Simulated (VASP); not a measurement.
# Au (P6/mmm) in VASP: notebook, part 2 of 2

VASP 6.6.1. Earlier steps stand in the parts before.

## Step 4: Relaxation of cell and atoms, PBE, target pressure 55 GPa, at which the enthalpy is minimised

This run uses another cell than the first one, of 14.92 Å³/atom.

INCAR

```
SYSTEM = Au
ALGO = Normal
EDIFF = 1E-6
EDIFFG = -0.005
ENCUT = 600
GGA = PE
IBRION = 2
ISIF = 3
ISMEAR = -1
LASPH = .TRUE.
LCHARG = .FALSE.
LREAL = .FALSE.
LWAVE = .FALSE.
NELM = 60
NSW = 60
PREC = Accurate
PSTRESS = 550.0
SIGMA = 0.1
```

KPOINTS

```
k-points
0
G
  17 17 15
  0 0 0
```

POSCAR

```
Au
1.0
    2.6362766704      0.0000000000      0.0000000000
   -1.3181383352      2.2830825680      0.0000000000
    0.0000000000      0.0000000000      2.4781000702
Au
1
Direct
    0.0000000000      0.0000000000      0.0000000000
```

Potentials or basis: VASP PAW PBE potentials, release 64 (Au).

Launch:

```console
$ cat potpaw_PBE.64/Au/POTCAR > POTCAR
$ mpirun -np 1 vasp_std > vasp.out
```

OUTCAR:

```text
SYSTEM = Au
   EDIFF = 1E-6
   EDIFFG = -0.005
   ENCUT = 600
   GGA = PE
   IBRION = 2
   ISIF = 3
   ISMEAR = -1
   LASPH = .TRUE.
   LREAL = .FALSE.
   NELM = 60
   NSW = 60
   PREC = Accurate
   PSTRESS = 550.0

 ion  position               nearest neighbor table
   1  0.000  0.000  0.000-

  LATTYP: Found a hexagonal cell.
 ALAT       =     2.6362766704
 C/A-ratio  =     0.9400000000

  Lattice vectors:

 A1 = (   2.6362766704,   0.0000000000,   0.0000000000)
 A2 = (  -1.3181383352,   2.2830825680,   0.0000000000)
 A3 = (   0.0000000000,   0.0000000000,   2.4781000702)

Analysis of symmetry for initial positions (statically):
=====================================================================
 Subroutine PRICEL returns:
 Original cell was already a primitive cell.

 Routine SETGRP: Setting up the symmetry group for a
 hexagonal supercell.

 Subroutine GETGRP returns: Found 24 space group operations
 (whereof 24 operations were pure point group operations)
 out of a pool of 24 trial point group operations.

The static configuration has the point symmetry D_6h.

Analysis of symmetry for dynamics (positions and initial velocities):
=====================================================================
 Subroutine PRICEL returns:
 Original cell was already a primitive cell.

 Routine SETGRP: Setting up the symmetry group for a
 hexagonal supercell.

 Subroutine GETGRP returns: Found 24 space group operations
 (whereof 24 operations were pure point group operations)
 out of a pool of 24 trial point group operations.

The dynamic configuration has the point symmetry D_6h.

 Subroutine INISYM returns: Found 24 space group operations
 (whereof 24 operations are pure point group operations),
 and found     1 'primitive' translations

----------------------------------------------------------------------------------------

                                     Primitive cell

  volume of cell :      14.9153

  direct lattice vectors                    reciprocal lattice vectors
     2.636276670  0.000000000  0.000000000     0.379322858  0.219002154  0.000000000
    -1.318138335  2.283082568  0.000000000     0.000000000  0.438004308  0.000000000
     0.000000000  0.000000000  2.478100070     0.000000000  0.000000000  0.403534955

  length of vectors
     2.636276670  2.636276670  2.478100070     0.438004308  0.438004308  0.403534955

  position of ions in fractional coordinates (direct lattice)
     0.000000000  0.000000000  0.000000000

  ion indices of the primitive-cell ions
   primitive index   ion index
                 1           1

----------------------------------------------------------------------------------------

 KPOINTS: k-points

Automatic generation of k-mesh.
 Grid dimensions read from file:
 generate k-points for:   17   17   15

 Generating k-lattice:

  Cartesian coordinates                     Fractional coordinates (reciprocal lattice)
     0.022313109  0.012882480  0.000000000     0.058823529  0.000000000  0.000000000
     0.000000000  0.025764959  0.000000000     0.000000000  0.058823529  0.000000000
     0.000000000  0.000000000  0.026902330     0.000000000  0.000000000  0.066666667

  Length of vectors
[... 43 lines left out ...]
   NGX,Y,Z   is equivalent  to a cutoff of  15.13, 15.13, 13.42 a.u.
   NGXF,Y,Z  is equivalent  to a cutoff of  30.27, 30.27, 26.83 a.u.
 SYSTEM =  Au
   PREC   = accura    normal or accurate (medium, high low for compatibility)
   ISTART =      0    job   : 0-new  1-cont  2-samecut
   ICHARG =      2    charge: 1-file 2-atom 10-const
   ISPIN  =      1    spin polarized calculation?
   LNONCOLLINEAR =      F non collinear calculations
   LSORBIT =      F    spin-orbit coupling
   LASPH  =      T    aspherical Exc in radial PAW
   ENCUT  =  600.0 eV  44.10 Ry    6.64 a.u.   5.27  5.27  4.95*2*pi/ulx,y,z
   NELM   =     60;   NELMIN=  2; NELMDL= -5     # of ELM steps
   EDIFF  = 0.1E-05   stopping-criterion for ELM
   LREAL  =      F    real-space projection
   EDIFFG = -.5E-02   stopping-criterion for IOM
   NSW    =     60    number of steps for IOM
   IBRION =      2    ionic relax: 0-MD 1-quasi-New 2-CG
   NFREE  =      1    steps in history (QN), initial steepest desc. (CG)
   ISIF   =      3    stress and relaxation
   ISYM   =      2    0-nonsym 1-usesym 2-fastsym
   POTIM  = 0.5000    time-step for ionic-motion
   TEBEG  =    0.0;   TEEND  =   0.0 temperature during run
   PSTRESS=  550.0 pullay stress
   NELECT =      11.0000    total number of electrons
   NUPDOWN=      -1.0000    fix difference up-down
   EMIN   =  10.00;   EMAX   =-10.00  energy-range for DOS
   EFERMI =   0.00;   METHOD = LEGACY
   ISMEAR =    -1;   SIGMA  =   0.10  broadening in eV -4-tet -1-fermi 0-gaus
   EFERMI_NEDOS =   21; number of points for ismear=-14 and -15
   IALGO  =     38    algorithm
   IMIX   =      4    mixing-type and parameters
     AMIX     =   0.40;   BMIX     =  1.00
     AMIX_MAG =   1.60;   BMIX_MAG =  1.00
  volume/ion in A,a.u.               =      14.92       100.65
  Fermi-wavevector in a.u.,A,eV,Ry     =   1.479092  2.795079 29.765652  2.187714
  Thomas-Fermi vector in A             =   2.593293
   LORBIT       =      0    0 simple, 1 ext, 2 COOP (PROOUT), +10 PAW based schemes
   GGA     = PE    functional components
   LHFCALC =     F    Hartree Fock is set to
   AEXX    =    0.0000 exact exchange contribution
   IVDW    =     0    specifies the selected vdW correction
   LEPSILON=     F    determine dielectric tensor
   LRPA    =     F    only Hartree local field effects (RPA)
 conjugate gradient relaxation of ions
 non-spin polarized calculation
  energy-cutoff  :      600.00
  volume of cell :       14.92
 maximum number of plane-waves:       513
 NGX is ok and might be reduce to    24
   NGX = 11   NGY = 11   NGZ =  9

--------------------------------------- Ionic step        1  -------------------------------------------

 number of electron      11.0000001 magnetization

 Free energy of the ion-electron system (eV)
  ---------------------------------------------------
  ext. energy  EPLUGINS =         0.00000000
  ---------------------------------------------------
  free energy    TOTEN  =        -2.42888057 eV

  energy without entropy =       -2.42009692  energy(sigma->0) =       -2.42448874

------------------------ aborting loop because EDIFF is reached ----------------------------------------

  FORCE on cell =-STRESS in cart. coord.  units (eV):
  Direction    XX          YY          ZZ          XY          YZ          ZX
  --------------------------------------------------------------------------------------
  -------------------------------------------------------------------------------------
  Total        5.2452180      5.2452180      8.1598592      0.0000000      0.0000000      0.0000000
  in kB      563.4335244    563.4335244    876.5199419      0.0000000      0.0000000      0.0000000
  external PRESSURE =     117.7956636 kB  Pullay stress =     550.0000000 kB
[... 24 lines left out ...]
--------------------------------------- Ionic step        2  -------------------------------------------

 number of electron      11.0000002 magnetization

 E-fermi :   9.1661     XC(G=0): -12.5142

 val. band max:        9.1540222301   @ k =   0.3529   0.0000   0.4000
 cond. band min:       9.1842004162   @ k =   0.3529   0.0588   0.3333
 fundamental gap:      0.0301781861
 Fermi energy:         9.1660823400

 k-point     1 :       0.0000    0.0000    0.0000
  band No.  band energies     occupation
      1      -0.6721      2.00000
      2       2.4848      2.00000
      3       4.2854      2.00000
      4       4.2854      2.00000
      5       7.3143      2.00000
      6       7.3143      2.00000
      7      19.9445      0.00000
      8      24.8919      0.00000
      9      27.9778      0.00000
[... 345 lines left out ...]
  energy  without entropy=       -2.6732658661  energy(sigma->0) =       -2.67754343

  enthalpy is  TOTEN    =         2.6453138385 eV   P V=        5.3271348362

[... ionic steps 4 to 7 ...]

--------------------------------------- Ionic step        8  -------------------------------------------

 number of electron      10.9999999 magnetization

------------------------ aborting loop because EDIFF is reached ----------------------------------------
[... 69 lines left out ...]
--------------------------------------- Ionic step       10  -------------------------------------------

 number of electron      10.9999999 magnetization

 Free energy of the ion-electron system (eV)
  ---------------------------------------------------
  ext. energy  EPLUGINS =         0.00000000
  ---------------------------------------------------
  free energy    TOTEN  =        -2.61870404 eV

  energy without entropy =       -2.61031648  energy(sigma->0) =       -2.61451026

 E-fermi :  11.2527     XC(G=0): -13.2855

 val. band max:       11.1994568125   @ k =   0.3529   0.1176   0.0667
 cond. band min:      11.3126520331   @ k =   0.4706   0.0588   0.0667
 fundamental gap:      0.1131952206
 Fermi energy:        11.2527332452

 k-point     1 :       0.0000    0.0000    0.0000
  band No.  band energies     occupation
      1       0.3192      2.00000
      2       3.2582      2.00000
      3       5.8699      2.00000
      4       5.8699      2.00000
      5       9.5164      2.00000
      6       9.5164      2.00000
      7      24.9989      0.00000
      8      26.2258      0.00000
      9      32.1284      0.00000
[... 308 lines left out ...]
  energy  without entropy=       -2.6103164830  energy(sigma->0) =       -2.61451026

  enthalpy is  TOTEN    =         2.6421257902 eV   P V=        5.2608298346

 reached required accuracy - stopping structural energy minimisation
```

OSZICAR:

```text
N       E                     dE             d eps       ncg     rms          rms(c)
DAV:   1     0.508707413743E+02    0.50871E+02   -0.65904E+03  4960   0.126E+03
DAV:   2    -0.231091031561E+01   -0.53182E+02   -0.51132E+02  4969   0.225E+02
DAV:   3    -0.271712546573E+01   -0.40622E+00   -0.40551E+00  5772   0.212E+01
DAV:   4    -0.271827694225E+01   -0.11515E-02   -0.11514E-02  5475   0.113E+00
[... 72 lines left out ...]
       N       E                     dE             d eps       ncg     rms          rms(c)
DAV:   1    -0.261879409299E+01    0.34904E-02   -0.25692E-03  4849   0.523E-01    0.539E-02
DAV:   2    -0.261871425718E+01    0.79836E-04   -0.19446E-04  4841   0.139E-01    0.257E-02
DAV:   3    -0.261870425925E+01    0.99979E-05   -0.27376E-05  5261   0.466E-02    0.156E-02
DAV:   4    -0.261870404439E+01    0.21486E-06   -0.30850E-06  4949   0.162E-02
  10 F= 0.26421258E+01 E0= 0.26463196E+01  d E =-.251476E-05
```

CONTCAR:

```text
Au
   1.00000000000000
     2.6268715708032691   -0.0000000000000000    0.0000000000000000
    -1.3134357854016345    2.2749375128349576   -0.0000000000000000
     0.0000000000000000   -0.0000000000000000    2.5644476318304918
  Au
     1
Direct
     0.0000000000000000    0.0000000000000000    0.0000000000000000

  0.00000000E+00  0.00000000E+00  0.00000000E+00
```

Run time: 63 s. Hardware: 1 thread of Intel Xeon 6975P-C (Granite Rapids), shared host; peak memory 0.18 GiB.

Results:

```yaml
Free_energy: -2.6187 eV
Relaxed_volume: 15.33 Å³/atom
Relaxed_cell: a = 2.627 Å, b = 2.627 Å, c = 2.564 Å, α = 90.00°, β = 90.00°, γ = 120.00°
Space_group_after_relaxing_to_0.1_Å: P6/mmm (No. 191)
Energy_change_on_relaxing_the_run_minimises_the_enthalpy: -189.8 meV/atom
Ionic_steps: 10
Pressure_after_relaxing: 55.0 GPa
Band_gap_on_the_k_mesh: zero (an odd number of electrons rules out a gap without spin polarisation)
```

The path:
```csv
step,energy change (eV),largest force (eV/Å),pressure (GPa),volume (Å³)
1,0.0000,0.0000,66.78,14.92
2,-0.5223,0.0000,23.81,17.31
3,-0.2529,0.0000,50.14,15.52
4,-0.2313,0.0000,51.67,15.45
5,-0.2276,0.0000,51.92,15.44
6,-0.0511,0.0000,65.32,14.98
7,-0.1890,0.0000,55.06,15.32
8,-0.1882,0.0000,55.13,15.32
9,-0.1934,0.0000,54.74,15.34
10,-0.1898,0.0000,54.99,15.33
```

Final structure:
```yaml
crystal:
  lattice:
    - [2.62687, 0.00000, 0.00000]
    - [-1.31344, 2.27494, 0.00000]
    - [0.00000, 0.00000, 2.56445]
  atoms:
    - { symbol: Au, position: [0.00000, 0.00000, 0.00000] }
```

Caveat: the cell is relaxed towards a set pressure, so the run minimises the enthalpy, not the energy; spin-orbit coupling is left out, which moves the levels of the heavy elements.

## Step 5: Relaxation of cell and atoms, PBE, target pressure 55 GPa, at which the enthalpy is minimised

INCAR

```
SYSTEM = Au
PREC = Accurate
ENCUT = 600
EDIFF = 1E-7
ISMEAR = -1
SIGMA = 0.1
LREAL = .False.
LASPH = .True.
NELM = 100
ALGO = Normal
ISIF = 3
LWAVE = .False.
LCHARG = .False.
GGA = PE
IBRION = 2
NSW = 32
EDIFFG = -0.005
PSTRESS = 550.0
```

KPOINTS

```
Automatic mesh
0
Gamma
  17 17 15
  0 0 0
```

POSCAR

```
Au
1.0
    2.6278020125      0.0000000000      0.0000000000
   -1.3139010062      2.2757432989      0.0000000000
    0.0000000000      0.0000000000      2.5655242777
Au
1
Direct
    0.0000000000      0.0000000000      0.0000000000
```

Launch:

```console
$ cat potpaw_PBE.64/Au/POTCAR > POTCAR
$ mpirun -np 1 vasp_std > vasp.out
```

It took 22 s on 1 thread of Intel Xeon 6975P-C (Granite Rapids), shared host; peak memory 0.17 GiB.

The run converged. Its results:

- Free energy: -2.6191 eV
- Relaxed volume: 15.33 Å³/atom
- Relaxed cell: a = 2.627 Å, b = 2.627 Å, c = 2.565 Å, α = 90.00°, β = 90.00°, γ = 120.00°
- Space group after relaxing (to 0.1 Å): P6/mmm (No. 191)
- Energy change on relaxing (the run minimises the enthalpy): +5.7 meV/atom
- Ionic steps: 3
- Pressure after relaxing: 55.0 GPa
- Band gap on the k mesh: zero (an odd number of electrons rules out a gap without spin polarisation)

Step by step:
```csv
step,energy change (eV),largest force (eV/Å),pressure (GPa),volume (Å³)
1,0.0000,0.0000,54.58,15.34
2,0.0311,0.0000,56.91,15.25
3,0.0057,0.0000,55.02,15.33
```

Final structure:
```yaml
crystal:
  lattice:
    - [2.62686, 0.00000, 0.00000]
    - [-1.31343, 2.27493, 0.00000]
    - [0.00000, 0.00000, 2.56455]
  atoms:
    - { symbol: Au, position: [0.00000, 0.00000, 0.00000] }
```

Levels at points of the mesh, in eV from the Fermi level:
```tsv
k point	band 3	band 4	band 5	band 6	band 7	band 8	band 9
(0.00, 0.00, 0.00)	-5.38	-5.38	-1.74	-1.74	13.74	14.97	20.88
```

Caveat: the cell is relaxed towards a set pressure, so the run minimises the enthalpy, not the energy; spin-orbit coupling is left out, which moves the levels of the heavy elements.

## Step 6: Overview

| task | cell | cutoff (eV) | gap on the mesh (eV) | pressure (GPa) |
| --- | --- | --- | --- | --- |
| single point | a = 2.628, b = 2.628, c = 2.566 Å, angles 90.0, 90.0, 120.0°, 1 atom | 520 | none | 54.5 |
| relaxation of cell and atoms | relaxed to 55 GPa from a = 2.636, b = 2.636, c = 2.478 Å, angles 90.0, 90.0, 120.0°, 1 atom | 600 | none | 55.0 |
| relaxation of cell and atoms | relaxed to 55 GPa from a = 2.628, b = 2.628, c = 2.566 Å, angles 90.0, 90.0, 120.0°, 1 atom | 600 | none | 55.0 |

Alike in all rows: level PBE; potentials or basis VASP PAW PBE potentials, release 64 (Au); no spin polarisation; k mesh 17 × 17 × 15; smearing fermi-dirac 0.1 eV.

Caveats: spin-orbit coupling is left out, which moves the levels of the heavy elements; the cell is relaxed towards a set pressure, so the run minimises the enthalpy, not the energy (at least some runs); the cell stands under pressure (at least some runs).

Total energies depend on the potentials used, so only differences within one code and one set of settings carry meaning.
